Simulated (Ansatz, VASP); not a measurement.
## Two plane-wave programs on As

```
As
1.0
     2.72159    0.00000    0.00000
     0.00000    2.72159    0.00000
     0.00000    0.00000    2.72159
As
1
Direct
  0.50000 0.50000 0.50000
```

Alike in both runs: task single point; functional LDA; k mesh 10 × 10 × 10; occupations fermi-dirac, width 0.05 eV; no spin polarisation.

|  | VASP | Ansatz |
| --- | --- | --- |
| version | VASP 6.6.1 | Ansatz 0.2.0 |
| potentials or method | VASP PAW LDA potentials, release 64 (As_d) | Ansatz PAW |
| plane-wave cutoff (eV) | 510 | 420 |
| valence electrons in the cell | 15 | 15 |

Ansatz gave:

| Property | Result |
| --- | --- |
| gap on the k mesh at the Fermi level (eV) | none |
| pressure (GPa) | -4.7 |

Problem. What did VASP give for the same quantities?

Solution. gap on the k mesh at the Fermi level (eV): none; pressure (GPa): -4.4.

LDA's correlation is that of Perdew and Zunger in VASP and of Perdew and Wang (1992) in Ansatz. A gap of «none» marks a metal or a gap that the smearing closes.
